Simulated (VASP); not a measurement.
# SiC (P3m1) in VASP: further runs

SiC is run at these levels: PBE; tasks: single point.

All numbers are computed with VASP 6.6.1; they aren't measurements. Logs are shortened: lines on timing, memory, paths and dates and some standing lists are left out, and cuts for length are marked.

## Step 1: The cell of the first run

It takes space group P3m1 (No. 156, trigonal). Conventional cell: a = 3.095 Å, b = 3.095 Å, c = 15.186 Å, α = 90.00°, β = 90.00°, γ = 120.00°. Within 2.5 Å of Si (site symmetry 3m) lie 4 C at 1.91 to 1.95 Å. Si (site symmetry 3m) has 4 C at 1.86 to 1.88 Å within 2.5 Å. Si (site symmetry 3m) has 4 C at 1.86 to 1.88 Å within 2.5 Å. Within 2.5 Å of Si (site symmetry 3m) lie 4 C at 1.91 to 1.94 Å. Within 2.5 Å of Si (site symmetry 3m) lie 4 C at 1.86 to 1.88 Å. Si (site symmetry 3m) has 4 C at 1.91 to 1.94 Å within 2.5 Å. C (site symmetry 3m) has 4 Si at 1.88 to 1.95 Å within 2.5 Å. Within 2.5 Å of C (site symmetry 3m) lie 4 Si at 1.86 to 1.91 Å.

## Step 2: Single point, PBE (atoms displaced along a vibrational mode)

Input file INCAR:

```
PREC = Accurate ; ENCUT = 520
EDIFF = 1E-6 ; ISMEAR = 0
SIGMA = 0.05 ; LREAL = F
LASPH = T ; NELM = 80
ALGO = Normal ; ISIF = 2
LWAVE = F ; LCHARG = T
GGA = PE ; LELF = T
LVHAR = T ; NBANDS = 36
```

Input file KPOINTS:

```
Automatic mesh
0
Gamma
  12 12 2
```

Input file POSCAR:

```
SiC
1.0
    3.0949375958      0.0000000000      0.0000000000
   -1.5474687979      2.6802945811      0.0000000000
    0.0000000000      0.0000000000     15.1863169775
Si C
6 6
Direct
    0.0000000000      0.0000000000      0.1250418274
    0.0000000000      0.0000000000      0.6250380904
    0.3333333333      0.6666666667      0.2918884748
    0.6666666667      0.3333333333      0.7917461130
    0.3333333333      0.6666666667      0.9583719294
    0.6666666667      0.3333333333      0.4582472204
    0.0000000000      0.0000000000      0.9967647584
    0.0000000000      0.0000000000      0.5026121274
    0.3333333333      0.6666666667      0.1695576612
    0.6666666667      0.3333333333      0.6641014118
    0.3333333333      0.6666666667      0.8361327995
    0.6666666667      0.3333333333      0.3304975861
```

Potentials or basis: VASP PAW PBE potentials, release 64 (Si, C).

Launch:

```
> cat potpaw_PBE.64/Si/POTCAR potpaw_PBE.64/C/POTCAR > POTCAR
> mpirun -np 1 vasp_std > vasp.out
```

OUTCAR:

```text
PREC = Accurate
   ENCUT = 520
   EDIFF = 1E-6
   ISMEAR = 0
   LREAL = F
   LASPH = T
   NELM = 80
   ISIF = 2
   GGA = PE

 ion  position               nearest neighbor table
   1  0.000  0.000  0.125-   9 1.91   9 1.91   9 1.91   7 1.95   5 3.10   5 3.10   5 3.10   3 3.10
                             3 3.10   3 3.10
   2  0.000  0.000  0.625-   8 1.86  10 1.88  10 1.88  10 1.88   4 3.10   4 3.10   4 3.10   6 3.10
                             6 3.10   6 3.10
   3  0.333  0.667  0.292-   9 1.86  12 1.88  12 1.88  12 1.88   6 3.09   6 3.09   6 3.09   1 3.10
                             1 3.10   1 3.10
   4  0.667  0.333  0.792-  11 1.91  11 1.91  11 1.91  10 1.94   5 3.10   5 3.10   5 3.10   2 3.10
                             2 3.10   2 3.10
   5  0.333  0.667  0.958-  11 1.86   7 1.88   7 1.88   7 1.88   4 3.10   4 3.10   4 3.10   1 3.10
                             1 3.10   1 3.10
   6  0.667  0.333  0.458-   8 1.91   8 1.91   8 1.91  12 1.94   3 3.09   3 3.09   3 3.09   2 3.10
                             2 3.10   2 3.10
   7  0.000  0.000  0.997-   5 1.88   5 1.88   5 1.88   1 1.95
   8  0.000  0.000  0.503-   2 1.86   6 1.91   6 1.91   6 1.91
   9  0.333  0.667  0.170-   3 1.86   1 1.91   1 1.91   1 1.91
  10  0.667  0.333  0.664-   2 1.88   2 1.88   2 1.88   4 1.94
  11  0.333  0.667  0.836-   5 1.86   4 1.91   4 1.91   4 1.91
  12  0.667  0.333  0.330-   3 1.88   3 1.88   3 1.88   6 1.94

  LATTYP: Found a hexagonal cell.
 ALAT       =     3.0949375958
 C/A-ratio  =     4.9068249383

  Lattice vectors:

 A1 = (   3.0949375958,   0.0000000000,   0.0000000000)
 A2 = (  -1.5474687979,   2.6802945811,   0.0000000000)
 A3 = (   0.0000000000,   0.0000000000,  15.1863169775)

Analysis of symmetry for initial positions (statically):
=====================================================================
 Subroutine PRICEL returns:
 Original cell was already a primitive cell.

 Routine SETGRP: Setting up the symmetry group for a
 hexagonal supercell.

 Subroutine GETGRP returns: Found  6 space group operations
 (whereof  6 operations were pure point group operations)
 out of a pool of 24 trial point group operations.

The static configuration has the point symmetry C_3v.

Analysis of symmetry for dynamics (positions and initial velocities):
=====================================================================
 Subroutine PRICEL returns:
 Original cell was already a primitive cell.

 Routine SETGRP: Setting up the symmetry group for a
 hexagonal supercell.

 Subroutine GETGRP returns: Found  6 space group operations
 (whereof  6 operations were pure point group operations)
 out of a pool of 24 trial point group operations.

The dynamic configuration has the point symmetry C_3v.

 Subroutine INISYM returns: Found  6 space group operations
 (whereof  6 operations are pure point group operations),
 and found     1 'primitive' translations

----------------------------------------------------------------------------------------

                                     Primitive cell

  volume of cell :     125.9757

  direct lattice vectors                    reciprocal lattice vectors
     3.094937596  0.000000000  0.000000000     0.323108292  0.186546659  0.000000000
    -1.547468798  2.680294581  0.000000000     0.000000000  0.373093319  0.000000000
     0.000000000  0.000000000 15.186316978     0.000000000  0.000000000  0.065848751

  length of vectors
     3.094937596  3.094937596 15.186316978     0.373093319  0.373093319  0.065848751

  position of ions in fractional coordinates (direct lattice)
     0.000000000  0.000000000  0.125041827
     0.000000000  0.000000000  0.625038090
     0.333333333  0.666666667  0.291888475
     0.666666667  0.333333333  0.791746113
     0.333333333  0.666666667  0.958371929
     0.666666667  0.333333333  0.458247220
     0.000000000  0.000000000  0.996764758
     0.000000000  0.000000000  0.502612127
     0.333333333  0.666666667  0.169557661
     0.666666667  0.333333333  0.664101412
     0.333333333  0.666666667  0.836132799
     0.666666667  0.333333333  0.330497586

  ion indices of the primitive-cell ions
   primitive index   ion index
                 1           1
                 2           2
                 3           3
                 4           4
                 5           5
                 6           6
                 7           7
                 8           8
                 9           9
                10          10
                11          11
                12          12

----------------------------------------------------------------------------------------

 KPOINTS: Automatic mesh

Automatic generation of k-mesh.
 Grid dimensions read from file:
 generate k-points for:   12   12    2

 Generating k-lattice:

  Cartesian coordinates                     Fractional coordinates (reciprocal lattice)
     0.026925691  0.015545555  0.000000000     0.083333333  0.000000000  0.000000000
     0.000000000  0.031091110  0.000000000     0.000000000  0.083333333  0.000000000
     0.000000000  0.000000000  0.032924375     0.000000000  0.000000000  0.500000000

  Length of vectors
     0.031091110  0.031091110  0.032924375

  Shift w.r.t. Gamma in fractional coordinates (k-lattice)
     0.000000000  0.000000000  0.000000000

 Subroutine IBZKPT returns following result:
 ===========================================

 Found     38 irreducible k-points:

 Following reciprocal coordinates:
            Coordinates               Weight
  0.000000  0.000000  0.000000      1.000000
  0.083333 -0.000000  0.000000      6.000000
  0.166667 -0.000000  0.000000      6.000000
  0.250000 -0.000000  0.000000      6.000000
  0.333333  0.000000  0.000000      6.000000
  0.416667 -0.000000  0.000000      6.000000
[... 16 lines left out ...]
  0.250000 -0.000000  0.500000      6.000000
  0.333333  0.000000  0.500000      6.000000
 [... further k-points ...]
   k-points           NKPTS =     38   k-points in BZ     NKDIM =     38   number of bands    NBANDS=     36
   number of dos      NEDOS =    301   number of ions     NIONS =     12
   total plane-waves  NPLWV =  69120
   dimension x,y,z NGX =    24 NGY =   24 NGZ =  120
   dimension x,y,z NGXF=    48 NGYF=   48 NGZF=  240
   ions per type =               6   6
   NGX,Y,Z   is equivalent  to a cutoff of  12.89, 12.89, 13.14 a.u.
   NGXF,Y,Z  is equivalent  to a cutoff of  25.78, 25.78, 26.27 a.u.
 SYSTEM =  unknown system
   PREC   = accura    normal or accurate (medium, high low for compatibility)
   ISTART =      0    job   : 0-new  1-cont  2-samecut
   ICHARG =      2    charge: 1-file 2-atom 10-const
   ISPIN  =      1    spin polarized calculation?
   LNONCOLLINEAR =      F non collinear calculations
   LSORBIT =      F    spin-orbit coupling
   LASPH  =      T    aspherical Exc in radial PAW
   ENCUT  =  520.0 eV  38.22 Ry    6.18 a.u.   5.75  5.75 28.24*2*pi/ulx,y,z
   NELM   =     80;   NELMIN=  2; NELMDL= -5     # of ELM steps
   EDIFF  = 0.1E-05   stopping-criterion for ELM
   LREAL  =      F    real-space projection
   EDIFFG = 0.1E-04   stopping-criterion for IOM
   NSW    =      0    number of steps for IOM
   IBRION =     -1    ionic relax: 0-MD 1-quasi-New 2-CG
   NFREE  =      0    steps in history (QN), initial steepest desc. (CG)
   ISIF   =      2    stress and relaxation
   ISYM   =      2    0-nonsym 1-usesym 2-fastsym
   POTIM  = 0.5000    time-step for ionic-motion
   TEBEG  =    0.0;   TEEND  =   0.0 temperature during run
   PSTRESS=    0.0 pullay stress
   NELECT =      48.0000    total number of electrons
   NUPDOWN=      -1.0000    fix difference up-down
   EMIN   =  10.00;   EMAX   =-10.00  energy-range for DOS
   EFERMI =   0.00;   METHOD = LEGACY
   ISMEAR =     0;   SIGMA  =   0.05  broadening in eV -4-tet -1-fermi 0-gaus
   EFERMI_NEDOS =   21; number of points for ismear=-14 and -15
   IALGO  =     38    algorithm
   IMIX   =      4    mixing-type and parameters
     AMIX     =   0.40;   BMIX     =  1.00
     AMIX_MAG =   1.60;   BMIX_MAG =  1.00
  volume/ion in A,a.u.               =      10.50        70.84
  Fermi-wavevector in a.u.,A,eV,Ry     =   1.186842  2.242806 19.165088  1.408594
  Thomas-Fermi vector in A             =   2.323006
   LORBIT       =      0    0 simple, 1 ext, 2 COOP (PROOUT), +10 PAW based schemes
   GGA     = PE    functional components
   LHFCALC =     F    Hartree Fock is set to
   AEXX    =    0.0000 exact exchange contribution
   IVDW    =     0    specifies the selected vdW correction
   LEPSILON=     F    determine dielectric tensor
   LRPA    =     F    only Hartree local field effects (RPA)
 non-spin polarized calculation
 Gauss-broadening in eV      SIGMA  =   0.05
  energy-cutoff  :      520.00
  volume of cell :      125.98
 maximum number of plane-waves:      3444
 NGX is ok and might be reduce to    24
   NGX = 11   NGY = 11   NGZ = 57

 number of electron      48.0000003 magnetization

 Free energy of the ion-electron system (eV)
  ---------------------------------------------------
  ext. energy  EPLUGINS =         0.00000000
  ---------------------------------------------------
  free energy    TOTEN  =       -90.21215532 eV

  energy without entropy =      -90.21215532  energy(sigma->0) =      -90.21215532

 E-fermi :   8.2157     XC(G=0): -11.2913

 val. band max:        8.0066504744   @ k =   0.0000   0.0000   0.0000
 cond. band min:      10.0068171557   @ k =   0.5000  -0.0000   0.0000
 fundamental gap:      2.0001666813
 Fermi energy:         8.2156950679

 k-point     1 :       0.0000    0.0000    0.0000
  band No.  band energies     occupation
      1      -7.3571      2.00000
      2      -6.8464      2.00000
      3      -6.8106      2.00000
      4      -5.3173      2.00000
      5      -5.2878      2.00000
      6      -3.8326      2.00000
[... 28 lines left out ...]
     35      15.2057      0.00000
     36      15.3602      0.00000
[... 866 lines left out ...]
      6      -2.8931      2.00000
[... 28 lines left out ...]
     35      15.7907      0.00000
     36      15.8098      0.00000

 [... further k-points ...]

------------------------ aborting loop because EDIFF is reached ----------------------------------------

  FORCE on cell =-STRESS in cart. coord.  units (eV):
  Direction    XX          YY          ZZ          XY          YZ          ZX
  --------------------------------------------------------------------------------------
  -------------------------------------------------------------------------------------
  Total        0.1049281      0.1049281      0.4916270      0.0000000      0.0000000      0.0000000
  in kB        1.3344906      1.3344906      6.2525825      0.0000000      0.0000000      0.0000000
  external PRESSURE =       2.9738546 kB  Pullay stress =       0.0000000 kB

 VOLUME and BASIS-vectors are now :
 -----------------------------------------------------------------------------
  energy-cutoff  :      520.00
  volume of cell :      125.98
      direct lattice vectors                 reciprocal lattice vectors
     3.094937596  0.000000000  0.000000000     0.323108292  0.186546659  0.000000000
    -1.547468798  2.680294581  0.000000000     0.000000000  0.373093319  0.000000000
     0.000000000  0.000000000 15.186316978     0.000000000  0.000000000  0.065848751

 POSITION                                       TOTAL-FORCE (eV/Angst)
 -----------------------------------------------------------------------------------
      0.00000      0.00000      1.89892         0.000000     -0.000000      0.068743
      0.00000      0.00000      9.49203         0.000000     -0.000000      0.077819
     -0.00000      1.78686      4.43271         0.000000     -0.000000     -0.011162
      1.54747      0.89343     12.02371        -0.000000      0.000000      0.133403
     -0.00000      1.78686     14.55414        -0.000000      0.000000      0.002426
      1.54747      0.89343      6.95909         0.000000     -0.000000      0.127407
      0.00000      0.00000     15.13719        -0.000000     -0.000000      1.226367
      0.00000      0.00000      7.63283         0.000000     -0.000000     -1.374519
     -0.00000      1.78686      2.57496        -0.000000      0.000000     -1.271382
      1.54747      0.89343     10.08525        -0.000000      0.000000      1.154334
     -0.00000      1.78686     12.69778        -0.000000     -0.000000     -1.319448
      1.54747      0.89343      5.01904         0.000000     -0.000000      1.186013
 -----------------------------------------------------------------------------------
    total drift:                               -0.000000     -0.000000     -0.000632

  FREE ENERGIE OF THE ION-ELECTRON SYSTEM (eV)
  ---------------------------------------------------
  free  energy   TOTEN  =       -90.2121553193 eV

  energy  without entropy=      -90.2121553193  energy(sigma->0) =      -90.21215532
```

Wall time 2.4 min (1 thread of Intel Xeon Platinum 8259CL at 2.50GHz (Skylake/Cascade Lake), shared host); peak memory 0.31 GiB.

What came out:

- Free energy: -90.2122 eV
- Pressure: 0.3 GPa
- Largest force: 1.375 eV/Å
- Band gap on the k mesh: 2.00 eV (least direct gap 3.10 eV)

Forces in eV/Å, atoms in the order of the input:
```
Si   0.000  0.000  0.069
Si   0.000  0.000  0.078
Si   0.000  0.000 -0.011
Si   0.000  0.000  0.133
Si   0.000  0.000  0.002
Si   0.000  0.000  0.127
C    0.000  0.000  1.226
C    0.000  0.000 -1.375
C    0.000  0.000 -1.271
C    0.000  0.000  1.154
C    0.000  0.000 -1.319
C    0.000  0.000  1.186
```

Levels at points of the mesh, in eV from the valence-band top:
```csv
k point,band 21,band 22,band 23,band 24,band 25,band 26,band 27,band 28
"(0.00, 0.00, 0.00)",-0.29,-0.06,0.00,0.00,5.04,5.21,5.60,6.07
"(0.50, 0.00, 0.00)",-1.79,-1.76,-1.66,-1.10,2.00,2.19,3.17,3.83
"(0.00, 0.00, 0.50)",-0.11,-0.11,-0.08,-0.08,5.09,5.12,5.79,5.90
"(0.50, 0.00, 0.50)",-1.79,-1.65,-1.31,-1.29,2.03,2.05,3.35,3.43
```

Caveat: the cell differs from its parent crystal (atoms displaced along a vibrational mode); forces of over 1 eV/Å act on the atoms, so gaps and moduli don't describe the material at rest. A k mesh can miss the band edges.

(Part 1 of 2 ends here.)
